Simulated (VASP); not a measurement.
The system is ZnIr2O4.

```
Zn Ir O
1.0
     0.00000    4.31457    4.31457
     4.31457    0.00000    4.31457
     4.31457    4.31457    0.00000
Zn Ir O
2 4 8
Direct
  0.75000 0.75000 0.75000
  0.50000 0.50000 0.50000
  0.12500 0.12500 0.62500
  0.12500 0.62500 0.12500
  0.62500 0.12500 0.12500
  0.12500 0.12500 0.12500
  0.36396 0.36396 0.90811
  0.36396 0.90811 0.36396
  0.90811 0.36396 0.36396
  0.36396 0.36396 0.36396
  0.88604 0.88604 0.34189
  0.88604 0.34189 0.88604
  0.34189 0.88604 0.88604
  0.88604 0.88604 0.88604
```

Base run:

- Program: VASP 6.6.1
- Functional: r2SCAN
- Potentials or basis: VASP PAW PBE potentials, release 64 (Zn, Ir, O)
- Cutoff: 520 eV
- k mesh: 6 × 6 × 6
- Occupations: gaussian, width 0.03 eV
- Spin: no spin polarisation

Its results: band gap on the k mesh 1.05 eV (least direct gap 1.19 eV); pressure 4.1 GPa; largest force 0.412 eV/Å.

Question: The run is repeated on the same cell with these changes: functional from r2SCAN to PBE. What comes out?

Answer: Band gap on the k mesh 0.61 eV (least direct gap 0.69 eV); pressure 8.7 GPa; largest force 0.269 eV/Å.

Caveats: the cell stands under pressure; spin-orbit coupling is left out, which moves the levels of the heavy elements; the PAW data sets were made with another functional, which shifts forces and pressure a little (at least some runs).
